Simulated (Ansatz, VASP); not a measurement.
## Mg4FeO3 in VASP and in Ansatz

```
CELL_PARAMETERS angstrom
2.96818 0.00000 0.00000
0.00000 2.96818 0.00000
0.00000 0.00000 21.07561
ATOMIC_POSITIONS crystal
Mg 0.00000 0.50000 0.94897
Mg 0.50000 0.00000 0.84726
Mg 0.00000 0.50000 0.74305
Mg 0.50000 0.00000 0.05103
Mg 0.00000 0.50000 0.15274
Mg 0.50000 0.00000 0.25695
Mg 0.00000 0.50000 0.56024
Mg 0.50000 0.00000 0.43976
Fe 0.50000 0.00000 0.64576
Fe 0.00000 0.50000 0.35424
O 0.00000 0.50000 0.84682
O 0.50000 0.00000 0.94905
O 0.50000 0.00000 0.74616
O 0.50000 0.00000 0.15318
O 0.00000 0.50000 0.05095
O 0.00000 0.50000 0.25384
```

Alike in both runs: functional PBE; k mesh 5 × 5 × 1; occupations gaussian, width 0.2 eV; collinear spin.

Ansatz relaxed the structure, and its values are those at the end. VASP's run is a single point on that final structure, the one shown.

|  | VASP | Ansatz |
| --- | --- | --- |
| version | VASP 6.6.1 | Ansatz 0.2.0 |
| potentials or method | VASP PAW PBE potentials, release 64 (Mg, Fe, O), cutoff 600 eV | scalar-relativistic, plane waves, PAW |
| valence electrons in the cell | 68 | 148 |

|  | VASP | Ansatz | Ansatz less VASP |
| --- | --- | --- | --- |
| gap on the k mesh at the Fermi level (eV) | none | none | - |
| pressure (GPa) | -0.8 | -0.1 | +0.61 |
| rms of the force components (eV/Å) | 0.008 | 0.002 | -0.0061 |
| net moment per atom (μB) | 0.32 | 0.32 | +0.003 |
| size of the moment on the site where the two differ most (μB) | 2.70 | 2.56 | -0.143 |

Site moments also hang on the region over which each program counts them. A gap of «none» marks a metal or a gap that the smearing closes. The functional is the same, so the differences come from potentials, cutoffs and numerics. VASP's potentials hold 68 valence electrons a cell and Ansatz's 148, so a difference there can come from the potentials and not from the codes.

The k mesh is coarse, so the values compare programs but aren't converged.
